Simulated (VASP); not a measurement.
**Li (a cell with a defect): single point with PBE+D3(BJ)**

Li (a cell with a defect):

```xyz
17
Lattice="6.9800 0.0000 0.0000 0.0000 6.9800 0.0000 0.0000 0.0000 6.9800" Properties=species:S:1:pos:R:3 pbc="T T T"
Li   -0.7040   -0.7853   -0.0152
Li    2.0273   -0.6503    1.4958
Li    0.5842    4.1413   -0.3338
Li    1.1940    1.5383    3.7317
Li    2.2268    3.5814    1.9425
Li    3.6790    4.0559   -0.7852
Li    4.7443   -1.4742    2.6466
Li    3.7779    1.4473    0.4033
Li   -0.6312    1.7935    2.0668
Li    1.7871    4.1049    4.4984
Li    1.7271    2.2269    6.0594
Li    3.6000    2.3826    3.7263
Li    5.9822    4.0478    0.9929
Li    5.7210    2.4810    5.9542
Li    0.8256    7.0572    5.7161
Li    6.2561    4.4299    3.9705
Li    4.1371    0.5184    4.8810
```

```yaml
Program: VASP 6.6.1
Task: single point
Functional: PBE
Dispersion: D3(BJ)
Potentials_or_basis: VASP PAW PBE potentials, release 64 (Li_sv)
Cutoff: 520 eV
k_mesh: 2 × 2 × 2
Occupations: fermi-dirac, width 0.1 eV
Spin: no spin polarisation
Dipole_correction: no
Further_INCAR_settings: LREAL = Auto; ALGO = Normal; EDIFF = 1e-06; NBANDS = 40
```

The largest force is 1.373 eV/Å. The band gap on the k mesh is zero (an odd number of electrons rules out a gap without spin polarisation) and the dispersion energy per atom is -0.172 eV.

Forces in eV/Å, atoms in the order of the input:
```
Li  -1.128  0.636  0.354
Li  -0.200  0.103  0.042
Li   0.883  0.311 -0.140
Li  -0.195 -0.221 -0.426
Li  -0.138 -0.055 -0.570
Li   0.288  0.722  0.216
Li  -0.765  0.618 -0.216
Li   0.033 -0.147  0.635
Li  -0.234 -0.333 -0.208
Li   0.107  0.978 -0.527
Li   0.211 -0.350  0.664
Li   0.685  0.502 -0.387
Li  -0.848 -0.442  0.985
Li   0.396 -0.420 -0.593
Li   0.509 -0.499 -0.496
Li   0.361 -0.348  0.497
Li   0.035 -1.055  0.171
```

Levels at points of the mesh, in eV from the Fermi level:
| k point | band 22 | band 23 | band 24 | band 25 | band 26 | band 27 | band 28 | band 29 |
| --- | --- | --- | --- | --- | --- | --- | --- | --- |
| (0.00, 0.00, 0.00) | -1.05 | -1.02 | -0.97 | 0.25 | 0.48 | 0.67 | 0.83 | 1.07 |
| (0.50, 0.00, 0.00) | -0.69 | -0.58 | -0.49 | -0.46 | -0.40 | -0.21 | 1.04 | 1.16 |
| (0.00, 0.50, 0.00) | -0.78 | -0.59 | -0.44 | -0.37 | -0.31 | -0.11 | 0.90 | 1.00 |
| (0.00, 0.00, 0.50) | -0.65 | -0.60 | -0.44 | -0.42 | -0.36 | -0.11 | 0.84 | 1.05 |
| (0.50, 0.50, 0.00) | -0.54 | -0.50 | -0.25 | -0.16 | 0.12 | 0.42 | 0.57 | 0.60 |
| (0.00, 0.50, 0.50) | -0.65 | -0.35 | -0.32 | -0.09 | 0.03 | 0.30 | 0.47 | 0.93 |
| (0.50, 0.00, 0.50) | -0.52 | -0.27 | -0.07 | -0.02 | 0.11 | 0.17 | 0.34 | 0.69 |
| (0.50, 0.50, 0.50) | -1.65 | -1.46 | -1.37 | -1.29 | 1.35 | 1.44 | 1.74 | 1.84 |

Run time: 100 s on 1 thread of Intel(R) Xeon(R) Platinum 8488C (Sapphire Rapids), with other jobs on the host, peak memory 0.36 GiB.

Caveat: the k points lie up to 0.45 Å⁻¹ apart, too coarse for converged energies and pressures of a metal; the atoms stand as in a frame of molecular dynamics.
